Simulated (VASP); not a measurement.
Input of a VASP 6.6.1 run:

File INCAR:

```
PREC = Accurate
ENCUT = 500
EDIFF = 1E-6
ISMEAR = 0
SIGMA = 0.01
LREAL = F
LASPH = T
NELM = 120
ALGO = Normal
ISIF = 2
LWAVE = F
LCHARG = T
LELF = T
LVHAR = T
NBANDS = 17
GGA_COMPAT = F
```

KPOINTS

```
Automatic mesh
0
Gamma
  6 6 6
```

Contents of POSCAR:

```
SnTe
1.0
    0.0000000000      3.6111460000      3.6111460000
    3.6111460000      0.0000000000      3.6111460000
    3.6111460000      3.6111460000      0.0000000000
Sn Te
1 1
Direct
    0.0000000000      0.0000000000      0.0000000000
    0.7500000000      0.7500000000      0.7500000000
```

Potentials or basis: VASP PAW LDA potentials, release 64 (Sn_d, Te).

The run is started by

```sh
$ cat potpaw_LDA.64/Sn_d/POTCAR potpaw_LDA.64/Te/POTCAR > POTCAR
$ mpirun -np 1 vasp_std > vasp.out
```

Task: What does it give for the pressure?

Result: -2.1 GPa.

Task: Predict the band gap on the k mesh.

Result: 0.19 eV (least direct gap 0.72 eV).

Caveat: semilocal functionals underestimate gaps, and a narrow one can read as zero; spin-orbit coupling is left out, which moves the levels of the heavy elements. A k mesh can miss the band edges.
